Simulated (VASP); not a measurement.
# V in VASP: relaxation of the atoms with PBE

Aim: the relaxation of the atoms of V with PBE.

Program: VASP 6.6.1. These are calculated values, not measurements. Logs are shortened: lines on timing, memory, paths and dates and some standing lists are left out, and cuts for length are marked.

**1. The cell of the first run**

The cell holds a slab with vacuum, 5 atoms: a = 4.239 Å, b = 4.239 Å, c = 16.461 Å, α = 90.00°, β = 90.00°, γ = 120.00°.

**2. Relaxation of the atoms, PBE**

INCAR

```
SYSTEM = V
PREC = Accurate
ENCUT = 520
EDIFF = 1E-7
ISMEAR = -1
SIGMA = 0.05
LREAL = .False.
LASPH = .True.
NELM = 80
ALGO = Normal
ISIF = 2
LWAVE = .False.
LCHARG = .False.
LDIPOL = .True.
IDIPOL = 3
DIPOL = 0.5 0.5 0.500
GGA = PE
IBRION = 2
NSW = 60
EDIFFG = -0.01
```

KPOINTS

```
Automatic mesh
0
Gamma
  9 9 1
  0 0 0
```

POSCAR

```
V
1.0
    4.2385384045      0.0000000000      0.0000000000
   -2.1192692022      3.6706819332      0.0000000000
    0.0000000000      0.0000000000     16.4608000000
V
5
Direct
    0.8333333330      0.1666666670      0.3948789818
    0.1666666670      0.8333333330      0.4474394908
    0.5000000000      0.5000000000      0.5000000000
    0.8333333330      0.1666666670      0.5525605092
    0.1666666670      0.8333333330      0.6051210182
```

Potentials or basis: VASP PAW PBE potentials, release 64 (V_sv).

On the command line:

```sh
cat potpaw_PBE.64/V_sv/POTCAR > POTCAR
mpirun -np 1 vasp_std > vasp.out
```

OUTCAR:

```text
SYSTEM = V
   PREC = Accurate
   ENCUT = 520
   EDIFF = 1E-7
   ISMEAR = -1
   LREAL = .False.
   LASPH = .True.
   NELM = 80
   ISIF = 2
   GGA = PE
   IBRION = 2
   NSW = 60
   EDIFFG = -0.01

 ion  position               nearest neighbor table
   1  0.833  0.167  0.395-   2 2.60   2 2.60   4 2.60   2 2.60
   2  0.167  0.833  0.447-   1 2.60   1 2.60   3 2.60   5 2.60   3 2.60   3 2.60   1 2.60
   3  0.500  0.500  0.500-   2 2.60   4 2.60   4 2.60   2 2.60   2 2.60   4 2.60
   4  0.833  0.167  0.553-   5 2.60   5 2.60   3 2.60   1 2.60   3 2.60   3 2.60   5 2.60
   5  0.167  0.833  0.605-   4 2.60   4 2.60   2 2.60   4 2.60

  LATTYP: Found a hexagonal cell.
 ALAT       =     4.2385384045
 C/A-ratio  =     3.8836028907

  Lattice vectors:

 A1 = (   4.2385384045,   0.0000000000,   0.0000000000)
 A2 = (  -2.1192692022,   3.6706819332,   0.0000000000)
 A3 = (   0.0000000000,   0.0000000000,  16.4608000000)

Analysis of symmetry for initial positions (statically):
=====================================================================
 Subroutine PRICEL returns:
 Original cell was already a primitive cell.

 Routine SETGRP: Setting up the symmetry group for a
 hexagonal supercell.

 Subroutine GETGRP returns: Found 12 space group operations
 (whereof  4 operations were pure point group operations)
 out of a pool of 24 trial point group operations.

The static configuration has the point symmetry C_2h.
 The point group associated with its full space group is D_3d.

Analysis of symmetry for dynamics (positions and initial velocities):
=====================================================================
 Subroutine PRICEL returns:
 Original cell was already a primitive cell.

 Routine SETGRP: Setting up the symmetry group for a
 hexagonal supercell.

 Subroutine GETGRP returns: Found 12 space group operations
 (whereof  4 operations were pure point group operations)
 out of a pool of 24 trial point group operations.

The dynamic configuration has the point symmetry C_2h.
 The point group associated with its full space group is D_3d.

 Subroutine INISYM returns: Found 12 space group operations
 (whereof  4 operations are pure point group operations),
 and found     1 'primitive' translations

----------------------------------------------------------------------------------------

                                     Primitive cell

  volume of cell :     256.1025

  direct lattice vectors                    reciprocal lattice vectors
     4.238538404  0.000000000  0.000000000     0.235930386  0.136214472  0.000000000
    -2.119269202  3.670681933  0.000000000     0.000000000  0.272428943  0.000000000
     0.000000000  0.000000000 16.460800000     0.000000000  0.000000000  0.060750389

  length of vectors
     4.238538404  4.238538404 16.460800000     0.272428943  0.272428943  0.060750389

  position of ions in fractional coordinates (direct lattice)
     0.833333333  0.166666667  0.394878982
     0.166666667  0.833333333  0.447439491
     0.500000000  0.500000000  0.500000000
     0.833333333  0.166666667  0.552560509
     0.166666667  0.833333333  0.605121018

  ion indices of the primitive-cell ions
   primitive index   ion index
                 1           1
                 2           2
                 3           3
                 4           4
                 5           5

----------------------------------------------------------------------------------------

 KPOINTS: Automatic mesh

Automatic generation of k-mesh.
 Grid dimensions read from file:
 generate k-points for:    9    9    1

 Generating k-lattice:

  Cartesian coordinates                     Fractional coordinates (reciprocal lattice)
     0.026214487  0.015134941  0.000000000     0.111111111  0.000000000  0.000000000
     0.000000000  0.030269883  0.000000000     0.000000000  0.111111111  0.000000000
     0.000000000  0.000000000  0.060750389     0.000000000  0.000000000  1.000000000

  Length of vectors
     0.030269883  0.030269883  0.060750389

  Shift w.r.t. Gamma in fractional coordinates (k-lattice)
     0.000000000  0.000000000  0.000000000

 Subroutine IBZKPT returns following result:
 ===========================================

 Found     12 irreducible k-points:

 Following reciprocal coordinates:
            Coordinates               Weight
  0.000000  0.000000  0.000000      1.000000
  0.111111  0.000000  0.000000      6.000000
  0.222222  0.000000  0.000000      6.000000
  0.333333  0.000000  0.000000      6.000000
  0.444444  0.000000  0.000000      6.000000
  0.111111  0.111111  0.000000      6.000000
  0.222222  0.111111  0.000000     12.000000
  0.333333  0.111111  0.000000     12.000000
  0.444444  0.111111  0.000000      6.000000
  0.222222  0.222222  0.000000      6.000000
  0.333333  0.222222  0.000000     12.000000
  0.333333  0.333333  0.000000      2.000000
   k-points           NKPTS =     12   k-points in BZ     NKDIM =     12   number of bands    NBANDS=     39
   number of dos      NEDOS =    301   number of ions     NIONS =      5
   total plane-waves  NPLWV = 129024
   dimension x,y,z NGX =    32 NGY =   32 NGZ =  126
   dimension x,y,z NGXF=    64 NGYF=   64 NGZF=  252
   ions per type =               5
   NGX,Y,Z   is equivalent  to a cutoff of  12.55, 12.55, 12.73 a.u.
   NGXF,Y,Z  is equivalent  to a cutoff of  25.10, 25.10, 25.45 a.u.
 SYSTEM =  V
   PREC   = accura    normal or accurate (medium, high low for compatibility)
   ISTART =      0    job   : 0-new  1-cont  2-samecut
   ICHARG =      2    charge: 1-file 2-atom 10-const
   ISPIN  =      1    spin polarized calculation?
   LNONCOLLINEAR =      F non collinear calculations
   LSORBIT =      F    spin-orbit coupling
   LASPH  =      T    aspherical Exc in radial PAW
   ENCUT  =  520.0 eV  38.22 Ry    6.18 a.u.   7.88  7.88 30.61*2*pi/ulx,y,z
   NELM   =     80;   NELMIN=  2; NELMDL= -5     # of ELM steps
   EDIFF  = 0.1E-06   stopping-criterion for ELM
   LREAL  =      F    real-space projection
   EDIFFG = -.1E-01   stopping-criterion for IOM
   NSW    =     60    number of steps for IOM
   IBRION =      2    ionic relax: 0-MD 1-quasi-New 2-CG
   NFREE  =      1    steps in history (QN), initial steepest desc. (CG)
   ISIF   =      2    stress and relaxation
   ISYM   =      2    0-nonsym 1-usesym 2-fastsym
   POTIM  = 0.5000    time-step for ionic-motion
   TEBEG  =    0.0;   TEEND  =   0.0 temperature during run
   PSTRESS=    0.0 pullay stress
   NELECT =      65.0000    total number of electrons
   NUPDOWN=      -1.0000    fix difference up-down
   EMIN   =  10.00;   EMAX   =-10.00  energy-range for DOS
   EFERMI =   0.00;   METHOD = LEGACY
   ISMEAR =    -1;   SIGMA  =   0.05  broadening in eV -4-tet -1-fermi 0-gaus
   EFERMI_NEDOS =   21; number of points for ismear=-14 and -15
   IALGO  =     38    algorithm
   IMIX   =      4    mixing-type and parameters
     AMIX     =   0.40;   BMIX     =  1.00
     AMIX_MAG =   1.60;   BMIX_MAG =  1.00
  volume/ion in A,a.u.               =      51.22       345.65
  Fermi-wavevector in a.u.,A,eV,Ry     =   1.036513  1.958725 14.617539  1.074359
  Thomas-Fermi vector in A             =   2.170907
   LORBIT       =      0    0 simple, 1 ext, 2 COOP (PROOUT), +10 PAW based schemes
   GGA     = PE    functional components
   LHFCALC =     F    Hartree Fock is set to
   AEXX    =    0.0000 exact exchange contribution
   IVDW    =     0    specifies the selected vdW correction
   LEPSILON=     F    determine dielectric tensor
   LRPA    =     F    only Hartree local field effects (RPA)
 conjugate gradient relaxation of ions
 non-spin polarized calculation
  energy-cutoff  :      520.00
  volume of cell :      256.10
 maximum number of plane-waves:      6942
 NGX is ok and might be reduce to    32
   NGX = 15   NGY = 15   NGZ = 61

--------------------------------------- Ionic step        1  -------------------------------------------

 number of electron      64.9999995 magnetization

 Free energy of the ion-electron system (eV)
  ---------------------------------------------------
  ext. energy  EPLUGINS =         0.00000000
  ---------------------------------------------------
  free energy    TOTEN  =       -39.09935983 eV

  energy without entropy =      -39.01058875  energy(sigma->0) =      -39.05497429

------------------------ aborting loop because EDIFF is reached ----------------------------------------

  FORCE on cell =-STRESS in cart. coord.  units (eV):
  Direction    XX          YY          ZZ          XY          YZ          ZX
  --------------------------------------------------------------------------------------
  -------------------------------------------------------------------------------------
  Total       -7.7597230     -7.7597230     -7.7638395     -0.0000000      0.0000000      0.0000000
  in kB      -48.5448302    -48.5448302    -48.5705828     -0.0000000      0.0000000      0.0000000
  external PRESSURE =     -48.5534144 kB  Pullay stress =       0.0000000 kB
[... 65 lines left out ...]
--------------------------------------- Ionic step        3  -------------------------------------------

 number of electron      65.0000016 magnetization

 E-fermi :  -0.0923     XC(G=0):  -4.6076

 val. band max:       -0.1035348272   @ k =   0.3333   0.1111   0.0000
 cond. band min:      -0.0551270595   @ k =   0.1111   0.1111   0.0000
 fundamental gap:      0.0484077677
 Fermi energy:        -0.0923167853

 k-point     1 :       0.0000    0.0000    0.0000
  band No.  band energies     occupation
      1     -63.9432      2.00000
      2     -63.7831      2.00000
      3     -63.7673      2.00000
      4     -63.3148      2.00000
      5     -63.2593      2.00000
      6     -38.3028      2.00000
[... 687 lines left out ...]
--------------------------------------- Ionic step        8  -------------------------------------------

 number of electron      65.0000001 magnetization

 dipolmoment           0.000000      0.000000      0.000000 electrons x Angstroem

 Free energy of the ion-electron system (eV)
  ---------------------------------------------------
  ext. energy  EPLUGINS =         0.00000000
  ---------------------------------------------------
  free energy    TOTEN  =       -39.86097388 eV

  energy without entropy =      -39.81017300  energy(sigma->0) =      -39.83557344

 E-fermi :   0.0041     XC(G=0):  -4.6770

 val. band max:       -0.0172555763   @ k =   0.1111   0.1111   0.0000
 cond. band min:       0.0111340014   @ k =   0.3333   0.1111   0.0000
 fundamental gap:      0.0283895777
 Fermi energy:         0.0041227808

 k-point     1 :       0.0000    0.0000    0.0000
  band No.  band energies     occupation
      1     -63.8763      2.00000
      2     -63.7559      2.00000
      3     -63.7321      2.00000
      4     -63.3352      2.00000
      5     -63.2977      2.00000
      6     -38.0697      2.00000
[... 493 lines left out ...]
     38       1.1141      0.00000
     39       1.6125      0.00000

------------------------ aborting loop because EDIFF is reached ----------------------------------------

 vacuum level on the upper side and lower side of the slab       (xc-potential included)        -0.204        -0.204

  FORCE on cell =-STRESS in cart. coord.  units (eV):
  Direction    XX          YY          ZZ          XY          YZ          ZX
  --------------------------------------------------------------------------------------
  -------------------------------------------------------------------------------------
  Total       -0.5986195     -0.5986195     -0.0015002     -0.0000000     -0.0000000      0.0000000
  in kB       -3.7449640     -3.7449640     -0.0093851     -0.0000000     -0.0000000      0.0000000
  external PRESSURE =      -2.4997710 kB  Pullay stress =       0.0000000 kB
[... 20 lines left out ...]
  FREE ENERGIE OF THE ION-ELECTRON SYSTEM (eV)
  ---------------------------------------------------
  free  energy   TOTEN  =       -39.8609738828 eV

  energy  without entropy=      -39.8101730034  energy(sigma->0) =      -39.83557344

 reached required accuracy - stopping structural energy minimisation

 vacuum level on the upper side and lower side of the slab         3.487         3.487
```

Wall time 24 min (1 thread of Oxide Virtual Turin-like, shared host); peak memory 0.36 GiB.

Results:

```
Free energy                  : -39.8610 eV
Energy gained by relaxing    : 152.3 meV/atom
Ionic steps                  : 8
Largest force after relaxing : 0.008 eV/Å
Band gap on the k mesh       : zero (an odd number of electrons rules out a gap without spin polarisation)
```

Forces on the atoms (eV/Å):
```
V    0.000  0.000 -0.008
V    0.000  0.000 -0.004
V    0.000  0.000  0.000
V    0.000  0.000  0.004
V    0.000  0.000  0.008
```

Step by step:
```csv
step,energy change (eV),largest force (eV/Å),pressure (GPa)
1,0.0000,1.6316,-4.86
2,-0.3731,1.3973,-3.56
3,-0.6597,1.2402,1.51
4,-0.7312,0.4762,-1.21
5,-0.7597,0.1425,-0.47
6,-0.7610,0.0554,-0.26
7,-0.7615,0.0235,-0.26
8,-0.7616,0.0076,-0.25
```

Final structure:
```yaml
crystal:
  lattice:
    - [4.23854, 0.00000, 0.00000]
    - [-2.11927, 3.67068, 0.00000]
    - [0.00000, 0.00000, 16.46080]
  atoms:
    - { symbol: V, position: [0.83333, 0.16667, 0.40838] }
    - { symbol: V, position: [0.16667, 0.83333, 0.45804] }
    - { symbol: V, position: [0.50000, 0.50000, 0.50000] }
    - { symbol: V, position: [0.83333, 0.16667, 0.54196] }
    - { symbol: V, position: [0.16667, 0.83333, 0.59162] }
```
